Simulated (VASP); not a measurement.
Runs of VASP 6.6.1 on NaF. The structure is that of space group Fm-3m (No. 225), or close to it. The cells are those of the table. 

```csv
cell,gap on the mesh (eV),pressure (GPa)
"a = 3.327, b = 3.327, c = 3.286 Å, angles 60.4, 60.4, 59.2°, 2 atoms",5.78,-5.5
"a = 3.409, b = 3.409, c = 3.450 Å, angles 59.6, 59.6, 60.8°, 2 atoms",5.32,(a)
"a = 3.369, b = 3.369, c = 3.286 Å, angles 60.8, 60.8, 58.4°, 2 atoms",5.66,(c)
"a = 3.245, b = 3.245, c = 3.286 Å, angles 59.6, 59.6, 60.8°, 2 atoms",6.04,-3.6
"a = 3.409, b = 3.409, c = 3.368 Å, angles 60.4, 60.4, 59.2°, 2 atoms",5.43,-7.6
"a = 3.327, b = 3.327, c = 3.368 Å, angles 59.6, 59.6, 60.8°, 2 atoms",5.66,-6.3
"a = 3.287, b = 3.287, c = 3.204 Å, angles 60.8, 60.8, 58.3°, 2 atoms",6.04,(b)
```

Alike in all rows: task single point; level LDA; potentials or basis VASP PAW LDA potentials, release 64 (Na_pv, F); no spin polarisation; k mesh 8 × 8 × 8; cutoff (eV) 520; smearing gaussian 0.05 eV.

Question: Estimate the missing entries.

Answer: (a) -8.1; (b) -3.4; (c) -6.1.

Caveats: the cell stands under tension.

